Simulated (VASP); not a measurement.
A run of VASP 6.6.1:

File INCAR:

```
PREC = Accurate ; ENCUT = 520
EDIFF = 1E-7 ; ISMEAR = 0
SIGMA = 0.15 ; LREAL = F
LASPH = T ; NELM = 60
ALGO = Normal ; ISIF = 2
LWAVE = F ; LCHARG = F
GGA = PE ; NBANDS = 12
```

Contents of KPOINTS:

```
Automatic mesh
0
Gamma
  22 22 22
```

POSCAR

```
Cu
1.0
    0.0000000000      1.8075000000      1.8075000000
    1.7713500000      0.0000000000      1.8075000000
    1.7713500000      1.8075000000      0.0000000000
Cu
1
Direct
    0.0000000000      0.0000000000      0.0000000000
```

Potentials or basis: VASP PAW PBE potentials, release 64 (Cu).

Launch:

```console
$ cat potpaw_PBE.64/Cu/POTCAR > POTCAR
$ mpirun -np 1 vasp_std > vasp.out
```

Hardware: 1 thread of Intel(R) Xeon(R) 6975P-C (Granite Rapids) (shared host).

**Question.** How long does it take, and how much memory?

**Answer.** It took 40 s on 1 thread of Intel(R) Xeon(R) 6975P-C (Granite Rapids) (shared host), peak memory 0.22 GiB. Counts: scf iterations 12, k points 834.
